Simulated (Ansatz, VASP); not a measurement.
**Two plane-wave programs on CuSb**

```
Cu Sb
1.0
     3.20840    0.00000    0.00000
     0.00000    3.20840    0.00000
     0.00000    0.00000    3.78560
Cu Sb
1 1
Cartesian
  1.6042 1.6042 1.8928
  0.0000 0.0000 0.0000
```

Alike in both runs: functional PBE; k mesh 18 × 18 × 14; occupations gaussian, width 0.1 eV; no spin polarisation.

Ansatz relaxed the structure, and its values are those at the end. VASP's run is a single point on that final structure, the one shown.

|  | VASP | Ansatz |
| --- | --- | --- |
| version | VASP 6.6.1 | Ansatz 0.2.0 |
| potentials or method | VASP PAW PBE potentials, release 64 (Cu, Sb), cutoff 520 eV | scalar-relativistic, plane waves, PAW |
| valence electrons in the cell | 16 | 34 |

```tsv
	VASP	Ansatz	Ansatz less VASP
gap on the k mesh at the Fermi level (eV)	none	none	-
pressure (GPa)	-0.1	0.0	+0.13
```

A gap of «none» marks a metal or a gap that the smearing closes. The functional is the same, so the differences come from potentials, cutoffs and numerics. VASP's potentials hold 16 valence electrons a cell and Ansatz's 34, so a difference there can come from the potentials and not from the codes.

Spin-orbit coupling is off throughout.
